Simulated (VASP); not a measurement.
# BeTe (F-43m) in VASP: further runs

The runs below take BeTe through single point, relaxation of cell and atoms, with r2SCAN, PBE, PBEsol.

Program: VASP 6.6.1. These are calculated values, not measurements. Logs are shortened: lines on timing, memory, paths and dates and some standing lists are left out, and cuts for length are marked.

### Step 1. The cell of the first run

Symmetry: F-43m, No. 216, cubic system. Conventional cell: a = 5.657 Å, b = 5.657 Å, c = 5.657 Å, α = 90.00°, β = 90.00°, γ = 90.00°. Within 3.2 Å of Be (site symmetry -43m) lie 4 Te at 2.45 Å. Within 3.2 Å of Te (site symmetry -43m) lie 4 Be at 2.45 Å.

### Step 2. Single point, r2SCAN

POSCAR

```
BeTe
1.0
    0.0000000000      2.8286229065      2.8286229065
    2.8286229065      0.0000000000      2.8286229065
    2.8286229065      2.8286229065      0.0000000000
Be Te
1 1
Direct
    0.0000000000      0.0000000000      0.0000000000
    0.2500000000      0.2500000000      0.2500000000
```

INCAR.step1

```
SYSTEM = BeTe
  PREC = Accurate
  ENCUT = 520
  ISMEAR = -1
  SIGMA = 0.02
  LREAL = .FALSE.
  LASPH = .TRUE.
  NELM = 100
  NBANDS = 11
  GGA = PE
  ALGO = Normal
  EDIFF = 1E-4
  LWAVE = .TRUE.
  LCHARG = .FALSE.
```

INCAR.step2

```
SYSTEM = BeTe
  PREC = Accurate
  ENCUT = 520
  EDIFF = 1E-7
  ISMEAR = -1
  SIGMA = 0.02
  LREAL = .FALSE.
  LASPH = .TRUE.
  NELM = 100
  ALGO = Normal
  ISIF = 2
  LWAVE = .FALSE.
  LCHARG = .TRUE.
  METAGGA = R2SCAN
  LMIXTAU = .TRUE.
  LELF = .TRUE.
  LVHAR = .TRUE.
  NBANDS = 11
  ISTART = 1
```

KPOINTS

```
Automatic mesh
0
G
  8 8 8
  0 0 0
```

Potentials or basis: VASP PAW PBE potentials, release 64 (Be, Te).

The run is started by

```
> cat potpaw_PBE.64/Be/POTCAR potpaw_PBE.64/Te/POTCAR > POTCAR
> cp INCAR.step1 INCAR
> mpirun -np 1 vasp_std > vasp.out
> cp INCAR.step2 INCAR
> mpirun -np 1 vasp_std > vasp.out
```

OUTCAR:

```text
SYSTEM = BeTe
   PREC = Accurate
   ENCUT = 520
   EDIFF = 1E-7
   ISMEAR = -1
   LREAL = .FALSE.
   LASPH = .TRUE.
   NELM = 100
   ISIF = 2
   METAGGA = R2SCAN
   ISTART = 1

 ion  position               nearest neighbor table
   1  0.000  0.000  0.000-   2 2.45   2 2.45   2 2.45   2 2.45
   2  0.250  0.250  0.250-   1 2.45   1 2.45   1 2.45   1 2.45

  LATTYP: Found a face centered cubic cell.
 ALAT       =     5.6572458130

  Lattice vectors:

 A1 = (   0.0000000000,   2.8286229065,   2.8286229065)
 A2 = (   2.8286229065,   0.0000000000,   2.8286229065)
 A3 = (   2.8286229065,   2.8286229065,   0.0000000000)

Analysis of symmetry for initial positions (statically):
=====================================================================
 Subroutine PRICEL returns:
 Original cell was already a primitive cell.

 Routine SETGRP: Setting up the symmetry group for a
 face centered cubic supercell.

 Subroutine GETGRP returns: Found 24 space group operations
 (whereof 24 operations were pure point group operations)
 out of a pool of 48 trial point group operations.

The static configuration has the point symmetry T_d .

Analysis of symmetry for dynamics (positions and initial velocities):
=====================================================================
 Subroutine PRICEL returns:
 Original cell was already a primitive cell.

 Routine SETGRP: Setting up the symmetry group for a
 face centered cubic supercell.

 Subroutine GETGRP returns: Found 24 space group operations
 (whereof 24 operations were pure point group operations)
 out of a pool of 48 trial point group operations.

The dynamic configuration has the point symmetry T_d .

 Subroutine INISYM returns: Found 24 space group operations
 (whereof 24 operations are pure point group operations),
 and found     1 'primitive' translations

----------------------------------------------------------------------------------------

                                     Primitive cell

  volume of cell :      45.2642

  direct lattice vectors                    reciprocal lattice vectors
     0.000000000  2.828622907  2.828622907    -0.176764460  0.176764460  0.176764460
     2.828622907  0.000000000  2.828622907     0.176764460 -0.176764460  0.176764460
     2.828622907  2.828622907  0.000000000     0.176764460  0.176764460 -0.176764460

  length of vectors
     4.000276877  4.000276877  4.000276877     0.306165025  0.306165025  0.306165025

  position of ions in fractional coordinates (direct lattice)
     0.000000000  0.000000000  0.000000000
     0.250000000  0.250000000  0.250000000

  ion indices of the primitive-cell ions
   primitive index   ion index
                 1           1
                 2           2

----------------------------------------------------------------------------------------

 KPOINTS: Automatic mesh

Automatic generation of k-mesh.
 Grid dimensions read from file:
 generate k-points for:    8    8    8

 Generating k-lattice:

  Cartesian coordinates                     Fractional coordinates (reciprocal lattice)
    -0.022095557  0.022095557  0.022095557     0.125000000  0.000000000  0.000000000
     0.022095557 -0.022095557  0.022095557     0.000000000  0.125000000  0.000000000
     0.022095557  0.022095557 -0.022095557     0.000000000  0.000000000  0.125000000

  Length of vectors
     0.038270628  0.038270628  0.038270628

  Shift w.r.t. Gamma in fractional coordinates (k-lattice)
     0.000000000  0.000000000  0.000000000

 Subroutine IBZKPT returns following result:
 ===========================================

 Found     29 irreducible k-points:

 Following reciprocal coordinates:
            Coordinates               Weight
  0.000000  0.000000  0.000000      1.000000
  0.125000  0.000000  0.000000      8.000000
  0.250000  0.000000  0.000000      8.000000
  0.375000  0.000000  0.000000      8.000000
  0.500000  0.000000  0.000000      4.000000
  0.125000  0.125000  0.000000      6.000000
[... 16 lines left out ...]
  0.500000  0.250000  0.125000     48.000000
 -0.375000  0.250000  0.125000     24.000000
 [... further k-points ...]
   k-points           NKPTS =     29   k-points in BZ     NKDIM =     29   number of bands    NBANDS=     11
   number of dos      NEDOS =    301   number of ions     NIONS =      2
   total plane-waves  NPLWV =  27000
   dimension x,y,z NGX =    30 NGY =   30 NGZ =   30
   dimension x,y,z NGXF=    60 NGYF=   60 NGZF=   60
   ions per type =               1   1
   NGX,Y,Z   is equivalent  to a cutoff of  12.47, 12.47, 12.47 a.u.
   NGXF,Y,Z  is equivalent  to a cutoff of  24.94, 24.94, 24.94 a.u.
 SYSTEM =  BeTe
   PREC   = accura    normal or accurate (medium, high low for compatibility)
   ISTART =      1    job   : 0-new  1-cont  2-samecut
   ICHARG =      0    charge: 1-file 2-atom 10-const
   ISPIN  =      1    spin polarized calculation?
   LNONCOLLINEAR =      F non collinear calculations
   LSORBIT =      F    spin-orbit coupling
   LASPH  =      T    aspherical Exc in radial PAW
   ENCUT  =  520.0 eV  38.22 Ry    6.18 a.u.   7.44  7.44  7.44*2*pi/ulx,y,z
   NELM   =    100;   NELMIN=  2; NELMDL=  0     # of ELM steps
   EDIFF  = 0.1E-06   stopping-criterion for ELM
   LREAL  =      F    real-space projection
   EDIFFG = 0.1E-05   stopping-criterion for IOM
   NSW    =      0    number of steps for IOM
   IBRION =     -1    ionic relax: 0-MD 1-quasi-New 2-CG
   NFREE  =      0    steps in history (QN), initial steepest desc. (CG)
   ISIF   =      2    stress and relaxation
   ISYM   =      2    0-nonsym 1-usesym 2-fastsym
   POTIM  = 0.5000    time-step for ionic-motion
   TEBEG  =    0.0;   TEEND  =   0.0 temperature during run
   PSTRESS=    0.0 pullay stress
   NELECT =       8.0000    total number of electrons
   NUPDOWN=      -1.0000    fix difference up-down
   EMIN   =  10.00;   EMAX   =-10.00  energy-range for DOS
   EFERMI =   0.00;   METHOD = LEGACY
   ISMEAR =    -1;   SIGMA  =   0.02  broadening in eV -4-tet -1-fermi 0-gaus
   EFERMI_NEDOS =   21; number of points for ismear=-14 and -15
   IALGO  =     38    algorithm
   IMIX   =      4    mixing-type and parameters
     AMIX     =   0.40;   BMIX     =  1.00
     AMIX_MAG =   1.60;   BMIX_MAG =  1.00
  volume/ion in A,a.u.               =      22.63       152.73
  Fermi-wavevector in a.u.,A,eV,Ry     =   0.918727  1.736142 11.484122  0.844059
  Thomas-Fermi vector in A             =   2.043841
   LORBIT       =      0    0 simple, 1 ext, 2 COOP (PROOUT), +10 PAW based schemes
   METAGGA = R2SCAN    functional components
   LHFCALC =     F    Hartree Fock is set to
   AEXX    =    0.0000 exact exchange contribution
   IVDW    =     0    specifies the selected vdW correction
   LEPSILON=     F    determine dielectric tensor
   LRPA    =     F    only Hartree local field effects (RPA)
 non-spin polarized calculation
  energy-cutoff  :      520.00
  volume of cell :       45.26
 maximum number of plane-waves:      1243
 NGX is ok and might be reduce to    30
   NGX = 15   NGY = 15   NGZ = 15

 number of electron       8.0000000 magnetization

 Free energy of the ion-electron system (eV)
  ---------------------------------------------------
  ext. energy  EPLUGINS =         0.00000000
  ---------------------------------------------------
  free energy    TOTEN  =       -30.68491448 eV

  energy without entropy =      -30.68491448  energy(sigma->0) =      -30.68491448

 E-fermi :   5.2111     XC(G=0):  -9.4228

 val. band max:        4.7867345851   @ k =   0.0000   0.0000   0.0000
 cond. band min:       7.1547954843   @ k =   0.5000   0.5000   0.0000
 fundamental gap:      2.3680608993
 Fermi energy:         5.2110615141

 k-point     1 :       0.0000    0.0000    0.0000
  band No.  band energies     occupation
      1      -7.9087      2.00000
      2       4.7867      2.00000
      3       4.7867      2.00000
      4       4.7867      2.00000
      5       8.8160      0.00000
      6       8.8160      0.00000
      7       8.8160      0.00000
      8       9.1911      0.00000
      9      13.8006      0.00000
     10      15.5065      0.00000
     11      15.5065      0.00000

 k-point     2 :       0.1250    0.0000    0.0000
  band No.  band energies     occupation
      1      -7.7543      2.00000
      2       3.4764      2.00000
      3       4.5529      2.00000
      4       4.5529      2.00000
      5       8.7964      0.00000
      6       9.1667      0.00000
      7       9.1667      0.00000
      8      10.4238      0.00000
      9      14.2618      0.00000
     10      14.6275      0.00000
     11      14.6275      0.00000

 k-point     3 :       0.2500    0.0000    0.0000
  band No.  band energies     occupation
      1      -7.3280      2.00000
      2       1.4173      2.00000
      3       4.1089      2.00000
      4       4.1089      2.00000
      5       8.5581      0.00000
      6       9.7122      0.00000
      7       9.7122      0.00000
      8      12.4303      0.00000
      9      14.3599      0.00000
     10      14.3599      0.00000
     11      14.5657      0.00000

 k-point     4 :       0.3750    0.0000    0.0000
  band No.  band energies     occupation
      1      -6.7849      2.00000
      2      -0.2261      2.00000
      3       3.7629      2.00000
      4       3.7629      2.00000
      5       8.3681      0.00000
      6       9.8442      0.00000
      7       9.8442      0.00000
      8      13.3045      0.00000
      9      15.2779      0.00000
     10      15.4744      0.00000
     11      15.4744      0.00000
[... 239 lines left out ...]
 k-point    22 :       0.3750    0.2500    0.1250
  band No.  band energies     occupation
      1      -6.9748      2.00000
      2       1.1498      2.00000
      3       2.5092      2.00000
      4       3.5503      2.00000
      5       8.8059      0.00000
      6      10.1162      0.00000
      7      10.6488      0.00000
      8      11.5920      0.00000
      9      14.4514      0.00000
     10      16.1606      0.00000
     11      16.6060      0.00000

 k-point    23 :       0.5000    0.2500    0.1250
  band No.  band energies     occupation
      1      -6.4915      2.00000
      2       0.0533      2.00000
      3       1.9566      2.00000
      4       3.0866      2.00000
      5       9.2706      0.00000
      6       9.9212      0.00000
      7      11.2231      0.00000
      8      12.2424      0.00000
      9      15.3418      0.00000
     10      15.7571      0.00000
     11      17.8138      0.00000

 k-point    24 :      -0.3750    0.2500    0.1250
  band No.  band energies     occupation
      1      -6.2473      2.00000
      2      -0.4621      2.00000
      3       1.8430      2.00000
      4       2.8592      2.00000
      5       9.4738      0.00000
      6       9.5725      0.00000
      7      12.0180      0.00000
      8      13.1717      0.00000
      9      13.8237      0.00000
     10      17.0675      0.00000
     11      17.4339      0.00000

 [... further k-points ...]
[... 5 lines left out ...]
  --------------------------------------------------------------------------------------
  -------------------------------------------------------------------------------------
  Total        0.0482838      0.0482838      0.0482838     -0.0000000     -0.0000000     -0.0000000
  in kB        1.7090597      1.7090597      1.7090597     -0.0000000     -0.0000000     -0.0000000
  external PRESSURE =       1.7090597 kB  Pullay stress =       0.0000000 kB

 VOLUME and BASIS-vectors are now :
 -----------------------------------------------------------------------------
  energy-cutoff  :      520.00
  volume of cell :       45.26
      direct lattice vectors                 reciprocal lattice vectors
     0.000000000  2.828622907  2.828622907    -0.176764460  0.176764460  0.176764460
     2.828622907  0.000000000  2.828622907     0.176764460 -0.176764460  0.176764460
     2.828622907  2.828622907  0.000000000     0.176764460  0.176764460 -0.176764460

 POSITION                                       TOTAL-FORCE (eV/Angst)
 -----------------------------------------------------------------------------------
      0.00000      0.00000      0.00000         0.000000      0.000000      0.000000
      1.41431      1.41431      1.41431        -0.000000     -0.000000     -0.000000
 -----------------------------------------------------------------------------------
    total drift:                                0.000000      0.000000      0.000000

  FREE ENERGIE OF THE ION-ELECTRON SYSTEM (eV)
  ---------------------------------------------------
  free  energy   TOTEN  =       -30.6849144824 eV

  energy  without entropy=      -30.6849144824  energy(sigma->0) =      -30.68491448
```

Run time: 30 s. Hardware: 1 thread of Intel Xeon 6975P-C (Granite Rapids), shared host; peak memory 0.18 GiB.

Results:

```yaml
Free_energy: -30.6849 eV
Pressure: 0.2 GPa
Band_gap_on_the_k_mesh: 2.37 eV, indirect (least direct gap 4.03 eV)
```

Caveat: the PAW data sets were made with another functional, which shifts forces and pressure a little; spin-orbit coupling is left out, which moves the levels of the heavy elements. r2SCAN opens gaps a little over a GGA but as a rule still falls short of measured ones.

(Part 1 of 2 ends here.)
